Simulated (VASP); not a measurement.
# Ag (Im-3m) in VASP: notebook

Ag is run at these levels: PBE; tasks: single point, relaxation of cell and atoms.

All numbers are computed with VASP 6.6.1; they aren't measurements. Logs are shortened: lines on timing, memory, paths and dates and some standing lists are left out, and cuts for length are marked.

## 1. The cell of the first run

The structure is cubic, space group Im-3m (No. 229). Conventional cell: a = 5.336 Å, b = 5.336 Å, c = 5.336 Å, α = 90.00°, β = 90.00°, γ = 90.00°. Ag (site symmetry 4/mmm) has 4 Ag at 2.67 Å within 3.5 Å.

The cell was built from a structure type or drawn by symmetry, and may not be a known phase.

## 2. Single point, PBE

INCAR reads:

```
SYSTEM = Ag
PREC = Accurate
ENCUT = 520
EDIFF = 1E-6
ISMEAR = 0
SIGMA = 0.1
LREAL = .FALSE.
LASPH = .TRUE.
NELM = 100
ALGO = Fast
ISIF = 2
LWAVE = .FALSE.
LCHARG = .FALSE.
GGA = PE
NBANDS = 24
```

KPOINTS reads:

```
regular mesh
0
G
  12 12 12
  0 0 0
```

POSCAR reads:

```
Ag
1.0
   -2.6679714378      2.6679714378      2.6679714378
    2.6679714378     -2.6679714378      2.6679714378
    2.6679714378      2.6679714378     -2.6679714378
Ag
3
Direct
    0.0000000000      0.5000000000      0.5000000000
    0.5000000000      0.0000000000      0.5000000000
    0.5000000000      0.5000000000      0.0000000000
```

Potentials or basis: VASP PAW PBE potentials, release 64 (Ag).

Started as:

```
$ cat potpaw_PBE.64/Ag/POTCAR > POTCAR
$ mpirun -np 1 vasp_std > vasp.out
```

OUTCAR:

```text
SYSTEM = Ag
   PREC = Accurate
   ENCUT = 520
   EDIFF = 1E-6
   ISMEAR = 0
   LREAL = .FALSE.
   LASPH = .TRUE.
   NELM = 100
   ISIF = 2
   GGA = PE

 ion  position               nearest neighbor table
   1  0.000  0.500  0.500-   2 2.67   3 2.67   3 2.67   2 2.67
   2  0.500  0.000  0.500-   1 2.67   3 2.67   3 2.67   1 2.67
   3  0.500  0.500  0.000-   1 2.67   2 2.67   2 2.67   1 2.67

  LATTYP: Found a body centered cubic cell.
 ALAT       =     5.3359428756

  Lattice vectors:

 A1 = (  -2.6679714378,   2.6679714378,   2.6679714378)
 A2 = (   2.6679714378,  -2.6679714378,   2.6679714378)
 A3 = (   2.6679714378,   2.6679714378,  -2.6679714378)

Analysis of symmetry for initial positions (statically):
=====================================================================
 Subroutine PRICEL returns:
 Original cell was already a primitive cell.

 Routine SETGRP: Setting up the symmetry group for a
 body centered cubic supercell.

 Subroutine GETGRP returns: Found 48 space group operations
 (whereof 48 operations were pure point group operations)
 out of a pool of 48 trial point group operations.

The static configuration has the point symmetry O_h .

Analysis of symmetry for dynamics (positions and initial velocities):
=====================================================================
 Subroutine PRICEL returns:
 Original cell was already a primitive cell.

 Routine SETGRP: Setting up the symmetry group for a
 body centered cubic supercell.

 Subroutine GETGRP returns: Found 48 space group operations
 (whereof 48 operations were pure point group operations)
 out of a pool of 48 trial point group operations.

The dynamic configuration has the point symmetry O_h .

 Subroutine INISYM returns: Found 48 space group operations
 (whereof 48 operations are pure point group operations),
 and found     1 'primitive' translations

----------------------------------------------------------------------------------------

                                     Primitive cell

  volume of cell :      75.9632

  direct lattice vectors                    reciprocal lattice vectors
    -2.667971438  2.667971438  2.667971438     0.000000000  0.187408303  0.187408303
     2.667971438 -2.667971438  2.667971438     0.187408303  0.000000000  0.187408303
     2.667971438  2.667971438 -2.667971438     0.187408303  0.187408303  0.000000000

  length of vectors
     4.621062083  4.621062083  4.621062083     0.265035364  0.265035364  0.265035364

  position of ions in fractional coordinates (direct lattice)
     0.000000000  0.500000000  0.500000000
     0.500000000  0.000000000  0.500000000
     0.500000000  0.500000000  0.000000000

  ion indices of the primitive-cell ions
   primitive index   ion index
                 1           1
                 2           2
                 3           3

----------------------------------------------------------------------------------------

 KPOINTS: regular mesh

Automatic generation of k-mesh.
 Grid dimensions read from file:
 generate k-points for:   12   12   12

 Generating k-lattice:

  Cartesian coordinates                     Fractional coordinates (reciprocal lattice)
     0.000000000  0.015617359  0.015617359     0.083333333  0.000000000  0.000000000
     0.015617359  0.000000000  0.015617359     0.000000000  0.083333333  0.000000000
     0.015617359  0.015617359  0.000000000     0.000000000  0.000000000  0.083333333

  Length of vectors
     0.022086280  0.022086280  0.022086280

  Shift w.r.t. Gamma in fractional coordinates (k-lattice)
     0.000000000  0.000000000  0.000000000

 Subroutine IBZKPT returns following result:
 ===========================================

 Found     72 irreducible k-points:

 Following reciprocal coordinates:
            Coordinates               Weight
  0.000000  0.000000  0.000000      1.000000
  0.083333  0.000000  0.000000     12.000000
  0.166667  0.000000  0.000000     12.000000
  0.250000  0.000000  0.000000     12.000000
  0.333333  0.000000  0.000000     12.000000
  0.416667  0.000000  0.000000     12.000000
[... 16 lines left out ...]
  0.333333  0.083333  0.083333     24.000000
  0.416667  0.083333  0.083333     12.000000
 [... further k-points ...]
   k-points           NKPTS =     72   k-points in BZ     NKDIM =     72   number of bands    NBANDS=     24
   number of dos      NEDOS =    301   number of ions     NIONS =      3
   total plane-waves  NPLWV =  46656
   dimension x,y,z NGX =    36 NGY =   36 NGZ =   36
   dimension x,y,z NGXF=    72 NGYF=   72 NGZF=   72
   ions per type =               3
   NGX,Y,Z   is equivalent  to a cutoff of  12.95, 12.95, 12.95 a.u.
   NGXF,Y,Z  is equivalent  to a cutoff of  25.90, 25.90, 25.90 a.u.
 SYSTEM =  Ag
   PREC   = accura    normal or accurate (medium, high low for compatibility)
   ISTART =      0    job   : 0-new  1-cont  2-samecut
   ICHARG =      2    charge: 1-file 2-atom 10-const
   ISPIN  =      1    spin polarized calculation?
   LNONCOLLINEAR =      F non collinear calculations
   LSORBIT =      F    spin-orbit coupling
   LASPH  =      T    aspherical Exc in radial PAW
   ENCUT  =  520.0 eV  38.22 Ry    6.18 a.u.   8.59  8.59  8.59*2*pi/ulx,y,z
   NELM   =    100;   NELMIN=  2; NELMDL= -5     # of ELM steps
   EDIFF  = 0.1E-05   stopping-criterion for ELM
   LREAL  =      F    real-space projection
   EDIFFG = 0.1E-04   stopping-criterion for IOM
   NSW    =      0    number of steps for IOM
   IBRION =     -1    ionic relax: 0-MD 1-quasi-New 2-CG
   NFREE  =      0    steps in history (QN), initial steepest desc. (CG)
   ISIF   =      2    stress and relaxation
   ISYM   =      2    0-nonsym 1-usesym 2-fastsym
   POTIM  = 0.5000    time-step for ionic-motion
   TEBEG  =    0.0;   TEEND  =   0.0 temperature during run
   PSTRESS=    0.0 pullay stress
   NELECT =      33.0000    total number of electrons
   NUPDOWN=      -1.0000    fix difference up-down
   EMIN   =  10.00;   EMAX   =-10.00  energy-range for DOS
   EFERMI =   0.00;   METHOD = LEGACY
   ISMEAR =     0;   SIGMA  =   0.10  broadening in eV -4-tet -1-fermi 0-gaus
   EFERMI_NEDOS =   21; number of points for ismear=-14 and -15
   IALGO  =     68    algorithm
   IMIX   =      4    mixing-type and parameters
     AMIX     =   0.40;   BMIX     =  1.00
     AMIX_MAG =   1.60;   BMIX_MAG =  1.00
  volume/ion in A,a.u.               =      25.32       170.88
  Fermi-wavevector in a.u.,A,eV,Ry     =   1.239876  2.343026 20.916139  1.537293
  Thomas-Fermi vector in A             =   2.374341
   LORBIT       =      0    0 simple, 1 ext, 2 COOP (PROOUT), +10 PAW based schemes
   GGA     = PE    functional components
   LHFCALC =     F    Hartree Fock is set to
   AEXX    =    0.0000 exact exchange contribution
   IVDW    =     0    specifies the selected vdW correction
   LEPSILON=     F    determine dielectric tensor
   LRPA    =     F    only Hartree local field effects (RPA)
 non-spin polarized calculation
 RMM-DIIS sequential band-by-band and
 Gauss-broadening in eV      SIGMA  =   0.10
  energy-cutoff  :      520.00
  volume of cell :       75.96
 maximum number of plane-waves:      2093
   NGX = 17   NGY = 17   NGZ = 17

 number of electron      33.0000007 magnetization

 Free energy of the ion-electron system (eV)
  ---------------------------------------------------
  ext. energy  EPLUGINS =         0.00000000
  ---------------------------------------------------
  free energy    TOTEN  =        -6.41694883 eV

  energy without entropy =       -6.41172372  energy(sigma->0) =       -6.41433628

 E-fermi :   3.9360     XC(G=0):  -9.7824

 val. band max:        3.9211656384   @ k =   0.3333   0.3333   0.0000
 cond. band min:       3.9560822998   @ k =  -0.3333   0.5000   0.1667
 fundamental gap:      0.0349166615
 Fermi energy:         3.9360276197

 k-point     1 :       0.0000    0.0000    0.0000
  band No.  band energies     occupation
      1      -1.7364      2.00000
      2      -1.5292      2.00000
      3      -1.5292      2.00000
      4      -1.1747      2.00000
      5      -1.1747      2.00000
      6      -1.1747      2.00000
[... 16 lines left out ...]
     23      12.2135      0.00000
     24      12.2135      0.00000

 k-point     2 :       0.0833    0.0000    0.0000
  band No.  band energies     occupation
      1      -1.6703      2.00000
      2      -1.5103      2.00000
      3      -1.4862      2.00000
      4      -1.1549      2.00000
      5      -1.1422      2.00000
      6      -1.1364      2.00000
[... 16 lines left out ...]
     23      12.5637      0.00000
     24      12.6493      0.00000

 k-point     3 :       0.1667    0.0000    0.0000
  band No.  band energies     occupation
      1      -1.5566      2.00000
      2      -1.3791      2.00000
      3      -1.3582      2.00000
      4      -1.0981      2.00000
      5      -1.0470      2.00000
      6      -1.0220      2.00000
[... 16 lines left out ...]
     23      13.2664      0.00000
     24      13.4302      0.00000

 k-point     4 :       0.2500    0.0000    0.0000
  band No.  band energies     occupation
      1      -1.5092      2.00000
      2      -1.1487      2.00000
      3      -1.0620      2.00000
      4      -1.0121      2.00000
      5      -0.8965      2.00000
      6      -0.8266      2.00000
[... 16 lines left out ...]
     23      13.7006      0.00000
     24      14.5862      0.00000

 k-point     5 :       0.3333    0.0000    0.0000
  band No.  band energies     occupation
      1      -1.4777      2.00000
      2      -0.9131      2.00000
      3      -0.8639      2.00000
      4      -0.7233      2.00000
      5      -0.7049      2.00000
      6      -0.5114      2.00000
[... 451 lines left out ...]
 k-point    22 :       0.2500    0.0833    0.0833
  band No.  band energies     occupation
      1      -1.2968      2.00000
      2      -0.8648      2.00000
      3      -0.8640      2.00000
      4      -0.6649      2.00000
      5      -0.6351      2.00000
      6      -0.4964      2.00000
[... 16 lines left out ...]
     23      14.1072      0.00000
     24      14.7160      0.00000

 k-point    23 :       0.3333    0.0833    0.0833
  band No.  band energies     occupation
      1      -1.2759      2.00000
      2      -0.7606      2.00000
      3      -0.5302      2.00000
      4      -0.4156      2.00000
      5      -0.4122      2.00000
      6      -0.1384      2.00000
[... 16 lines left out ...]
     23      14.5558      0.00000
     24      15.3064      0.00000

 k-point    24 :       0.4167    0.0833    0.0833
  band No.  band energies     occupation
      1      -1.2682      2.00000
      2      -0.7196      2.00000
      3      -0.3339      2.00000
      4      -0.2443      2.00000
      5      -0.1262      2.00000
      6      -0.0763      2.00000
[... 16 lines left out ...]
     23      14.8726      0.00000
     24      14.9790      0.00000

 [... further k-points ...]

------------------------ aborting loop because EDIFF is reached ----------------------------------------

  FORCE on cell =-STRESS in cart. coord.  units (eV):
  Direction    XX          YY          ZZ          XY          YZ          ZX
  --------------------------------------------------------------------------------------
  -------------------------------------------------------------------------------------
  Total       -0.0039137     -0.0039137     -0.0039137      0.0000000     -0.0000000      0.0000000
  in kB       -0.0825463     -0.0825463     -0.0825463      0.0000000     -0.0000000      0.0000000
  external PRESSURE =      -0.0825463 kB  Pullay stress =       0.0000000 kB

 VOLUME and BASIS-vectors are now :
 -----------------------------------------------------------------------------
  energy-cutoff  :      520.00
  volume of cell :       75.96
      direct lattice vectors                 reciprocal lattice vectors
    -2.667971438  2.667971438  2.667971438     0.000000000  0.187408303  0.187408303
     2.667971438 -2.667971438  2.667971438     0.187408303  0.000000000  0.187408303
     2.667971438  2.667971438 -2.667971438     0.187408303  0.187408303  0.000000000

 POSITION                                       TOTAL-FORCE (eV/Angst)
 -----------------------------------------------------------------------------------
      2.66797      0.00000      0.00000         0.000000     -0.000000     -0.000000
      0.00000      2.66797      0.00000        -0.000000      0.000000      0.000000
      0.00000      0.00000      2.66797        -0.000000      0.000000      0.000000
 -----------------------------------------------------------------------------------
    total drift:                                0.000000      0.000000     -0.000000

  FREE ENERGIE OF THE ION-ELECTRON SYSTEM (eV)
  ---------------------------------------------------
  free  energy   TOTEN  =        -6.4169488332 eV

  energy  without entropy=       -6.4117237199  energy(sigma->0) =       -6.41433628
```

Wall time 55 s (1 thread of AMD EPYC 9R45 (Zen 5), shared host); peak memory 0.23 GiB.

What came out:

- Free energy: -6.4169 eV
- Pressure: 0.0 GPa
- Band gap on the k mesh: zero (an odd number of electrons rules out a gap without spin polarisation)

Levels at points of the mesh, in eV from the Fermi level:
```tsv
k point	band 14	band 15	band 16	band 17	band 18	band 19
(0.00, 0.00, 0.00)	-2.66	-2.66	-1.55	4.57	4.57	4.57
(0.50, 0.00, 0.00)	-2.82	-2.64	-1.87	-1.79	3.63	4.44
(0.50, 0.50, 0.50)	-2.49	-2.49	0.68	0.68	0.68	1.73
```

## 3. Relaxation of cell and atoms, PBE

This run uses another cell than the first one, of 25.41 Å³/atom.

INCAR reads:

```
ALGO     = Fast           # electronic algorithm
EDIFF    = 1E-6           # SCF threshold, eV
EDIFFG   = -0.01          # ionic threshold
ENCUT    = 600            # plane-wave cutoff, eV
GGA      = PE             # functional
IBRION   = 2              # ionic algorithm
ISIF     = 3              # what is computed and relaxed
ISMEAR   = 0              # smearing method
LASPH    = T              # aspherical terms in the spheres
LCHARG   = F              # write CHGCAR
LREAL    = F              # projectors in reciprocal space
LWAVE    = F              # write WAVECAR
NELM     = 100            # most SCF steps
NSW      = 100            # ionic steps
PREC     = Accurate       # precision mode
SIGMA    = 0.1            # smearing width, eV
```

KPOINTS reads:

```
k-points
0
Gamma
  12 12 12
```

POSCAR reads:

```
Ag
1.0
   -2.6710429997      2.6710429997      2.6710429997
    2.6710429997     -2.6710429997      2.6710429997
    2.6710429997      2.6710429997     -2.6710429997
Ag
3
Direct
    0.0000000000      0.5000000000      0.5000000000
    0.5000000000      0.0000000000      0.5000000000
    0.5000000000      0.5000000000      0.0000000000
```

Potentials or basis: VASP PAW PBE potentials, release 64 (Ag).

Started as:

```
$ cat potpaw_PBE.64/Ag/POTCAR > POTCAR
$ mpirun -np 1 vasp_std > vasp.out
```

OUTCAR:

```text
EDIFF = 1E-6
   EDIFFG = -0.01
   ENCUT = 600
   GGA = PE
   IBRION = 2
   ISIF = 3
   ISMEAR = 0
   LASPH = T
   LREAL = F
   NELM = 100
   NSW = 100
   PREC = Accurate

 ion  position               nearest neighbor table
   1  0.000  0.500  0.500-   2 2.67   3 2.67   3 2.67   2 2.67
   2  0.500  0.000  0.500-   1 2.67   3 2.67   3 2.67   1 2.67
   3  0.500  0.500  0.000-   1 2.67   2 2.67   2 2.67   1 2.67

  LATTYP: Found a body centered cubic cell.
 ALAT       =     5.3420859994

  Lattice vectors:

 A1 = (  -2.6710429997,   2.6710429997,   2.6710429997)
 A2 = (   2.6710429997,  -2.6710429997,   2.6710429997)
 A3 = (   2.6710429997,   2.6710429997,  -2.6710429997)

Analysis of symmetry for initial positions (statically):
=====================================================================
 Subroutine PRICEL returns:
 Original cell was already a primitive cell.

 Routine SETGRP: Setting up the symmetry group for a
 body centered cubic supercell.

 Subroutine GETGRP returns: Found 48 space group operations
 (whereof 48 operations were pure point group operations)
 out of a pool of 48 trial point group operations.

[... 173 lines left out ...]
  --------------------------------------------------------------------------------------
  -------------------------------------------------------------------------------------
  Total       -0.0789001     -0.0789001     -0.0789001     -0.0000000      0.0000000     -0.0000000
  in kB       -1.6583856     -1.6583856     -1.6583856     -0.0000000      0.0000000     -0.0000000
  external PRESSURE =      -1.6583856 kB  Pullay stress =       0.0000000 kB
[... 61 lines left out ...]
--------------------------------------- Ionic step        3  -------------------------------------------

 number of electron      32.9999994 magnetization

 Free energy of the ion-electron system (eV)
  ---------------------------------------------------
  ext. energy  EPLUGINS =         0.00000000
  ---------------------------------------------------
  free energy    TOTEN  =        -6.41669847 eV

  energy without entropy =       -6.41148264  energy(sigma->0) =       -6.41409056

 E-fermi :   3.9523     XC(G=0):  -9.7914

 val. band max:        3.9359602469   @ k =   0.3333   0.3333   0.0000
 cond. band min:       3.9728410963   @ k =  -0.3333   0.5000   0.1667
 fundamental gap:      0.0368808495
 Fermi energy:         3.9523291134

 k-point     1 :       0.0000    0.0000    0.0000
  band No.  band energies     occupation
      1      -1.7292      2.00000
      2      -1.5211      2.00000
      3      -1.5211      2.00000
      4      -1.1663      2.00000
      5      -1.1663      2.00000
      6      -1.1663      2.00000
[... 541 lines left out ...]
     19       7.4210      0.00000
     20      10.3301      0.00000

 [... further k-points ...]

------------------------ aborting loop because EDIFF is reached ----------------------------------------

  FORCE on cell =-STRESS in cart. coord.  units (eV):
  Direction    XX          YY          ZZ          XY          YZ          ZX
  --------------------------------------------------------------------------------------
  -------------------------------------------------------------------------------------
  Total        0.0038566      0.0038566      0.0038566      0.0000000      0.0000000     -0.0000000
  in kB        0.0814873      0.0814873      0.0814873      0.0000000      0.0000000     -0.0000000
  external PRESSURE =       0.0814873 kB  Pullay stress =       0.0000000 kB
[... 18 lines left out ...]
  FREE ENERGIE OF THE ION-ELECTRON SYSTEM (eV)
  ---------------------------------------------------
  free  energy   TOTEN  =        -6.4166984717 eV

  energy  without entropy=       -6.4114826441  energy(sigma->0) =       -6.41409056

 reached required accuracy - stopping structural energy minimisation
```

CONTCAR:

```text
Ag
   1.00000000000000
    -2.6663763253024952    2.6663763253024952    2.6663763253024952
     2.6663763253024952   -2.6663763253024952    2.6663763253024952
     2.6663763253024952    2.6663763253024952   -2.6663763253024952
  Ag
     3
Direct
     0.0000000000000000    0.5000000000000000    0.5000000000000000
     0.5000000000000000    0.0000000000000000    0.5000000000000000
     0.5000000000000000    0.5000000000000000    0.0000000000000000

  0.00000000E+00  0.00000000E+00  0.00000000E+00
  0.00000000E+00  0.00000000E+00  0.00000000E+00
  0.00000000E+00  0.00000000E+00  0.00000000E+00
```

Wall time 2 min (1 thread of AMD EPYC 9R45 (Zen 5), shared host); peak memory 0.28 GiB.

Results:

```
Free energy                           : -6.4167 eV
Relaxed volume                        : 25.28 Å³/atom
Relaxed cell                          : a = 4.618 Å, b = 4.618 Å, c = 4.618 Å, α = 109.47°, β = 109.47°, γ = 109.47°
Space group after relaxing (to 0.1 Å) : Im-3m (No. 229)
Energy gained by relaxing             : 0.1 meV/atom
Ionic steps                           : 3
Pressure after relaxing               : 0.0 GPa
Band gap on the k mesh                : zero (an odd number of electrons rules out a gap without spin polarisation)
```

The path:
```csv
step,energy change (eV),largest force (eV/Å),pressure (GPa),volume (Å³)
1,0.0000,0.0000,-0.17,76.23
2,-0.0002,0.0000,-0.07,75.94
3,-0.0002,0.0000,0.01,75.83
```

Final structure:
```
Ag
1.0
    -2.66638    2.66638    2.66638
     2.66638   -2.66638    2.66638
     2.66638    2.66638   -2.66638
Ag
3
Direct
  0.00000 0.50000 0.50000
  0.50000 0.00000 0.50000
  0.50000 0.50000 0.00000
```
